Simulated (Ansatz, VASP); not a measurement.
## FePb: VASP beside Ansatz

```xyz
2
Lattice="3.3986 0.0000 0.0000 0.0000 3.3986 0.0000 0.0000 0.0000 3.3986" Properties=species:S:1:pos:R:3 pbc="T T T"
Fe    0.0000    0.0000    0.0000
Pb    1.6993    1.6993    1.6993
```

Alike in both runs: task single point; functional PBE; k mesh 12 × 12 × 12; occupations gaussian, width 0.1 eV; no spin polarisation.

|  | VASP | Ansatz |
| --- | --- | --- |
| version | VASP 6.6.1 | Ansatz 0.2.0 |
| potentials or method | VASP PAW PBE potentials, release 64 (Fe, Pb_d), cutoff 520 eV | scalar-relativistic, plane waves, PAW |
| valence electrons in the cell | 22 | 30 |

|  | VASP | Ansatz | Ansatz less VASP |
| --- | --- | --- | --- |
| gap on the k mesh at the Fermi level (eV) | none | none | - |
| pressure (GPa) | -10.0 | -10.0 | +0.06 |

A gap of «none» marks a metal or a gap that the smearing closes. With one functional, cell and mesh, what is left measures potentials, basis and numerics. VASP's potentials hold 22 valence electrons a cell and Ansatz's 30, so a difference there can come from the potentials and not from the codes.

Spin-orbit coupling is off throughout.
